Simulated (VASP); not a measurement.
The system is SiC.

```xyz
2
Lattice="0.0000 2.1780 2.1780 2.1780 0.0000 2.1780 2.1780 2.1780 0.0000" Properties=species:S:1:pos:R:3 pbc="T T T"
Si    1.0890    1.0890    1.0890
C     0.0000    0.0000    0.0000
```

Program: VASP 6.6.1. Alike in all runs: task single point; potentials or basis VASP PAW PBE potentials, release 64 (Si, C); no spin polarisation; cell as given; smearing gaussian 0.01 eV. Hardware: 1 thread of Intel(R) Xeon(R) 6975P-C (Granite Rapids), with other jobs on the host.

Q: Order these runs on this cell by their wall time, lowest first.
A. level PBE; k mesh 4 × 4 × 4; cutoff (eV) 600
B. level PBE-based screened hybrid; k mesh 4 × 4 × 4; cutoff (eV) 520; grid for exact exchange (PRECFOCK) Normal; share of exact exchange 0.1; screening parameter 0.1 1/Å
C. level PBEsol+D4; k mesh 8 × 8 × 8; cutoff (eV) 600

A: A (2.4 s), C (4.9 s), B (26 s).

Caveats: some runs use coarse meshes.
